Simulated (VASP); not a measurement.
Runs of VASP 6.6.1 on TaN. The structure is that of space group Fm-3m (No. 225), or close to it. The cells are those of the table. 

```tsv
cell	gap on the mesh (eV)	pressure (GPa)
a = 3.051, b = 3.051, c = 3.020 Å, angles 60.3, 60.3, 59.3°, 2 atoms	none	(a)
a = 3.021, b = 3.021, c = 2.958 Å, angles 60.7, 60.7, 58.6°, 2 atoms	none	44.6
a = 3.036, b = 3.036, c = 2.989 Å, angles 60.5, 60.5, 59.0°, 2 atoms	none	33.1
a = 3.136, b = 3.136, c = 3.189 Å, angles 59.4, 59.4, 61.1°, 2 atoms	none	-16.2
a = 3.066, b = 3.066, c = 3.051 Å, angles 60.2, 60.2, 59.7°, 2 atoms	none	13.6
a = 3.144, b = 3.144, c = 3.205 Å, angles 59.4, 59.4, 61.3°, 2 atoms	none	-18.6
a = 3.113, b = 3.113, c = 3.143 Å, angles 59.7, 59.7, 60.7°, 2 atoms	none	(b)
a = 3.097, b = 3.097, c = 3.112 Å, angles 59.8, 59.8, 60.3°, 2 atoms	none	-1.7
```

Alike in all rows: task single point; level PBEsol; potentials or basis VASP PAW PBE potentials, release 64 (Ta_pv, N); no spin polarisation; k mesh 18 × 18 × 18; cutoff (eV) 520; smearing gaussian 0.15 eV.

Q: Estimate the missing entries.

A: (a) 22.8; (b) -8.1.

Caveats: the PAW data sets were made with another functional, which shifts forces and pressure a little; spin-orbit coupling is left out, which moves the levels of the heavy elements.

A k mesh can miss the band edges, and the runs leave out spin-orbit coupling on Ta.

A gap of «none» marks levels without a gap at the run's occupations.
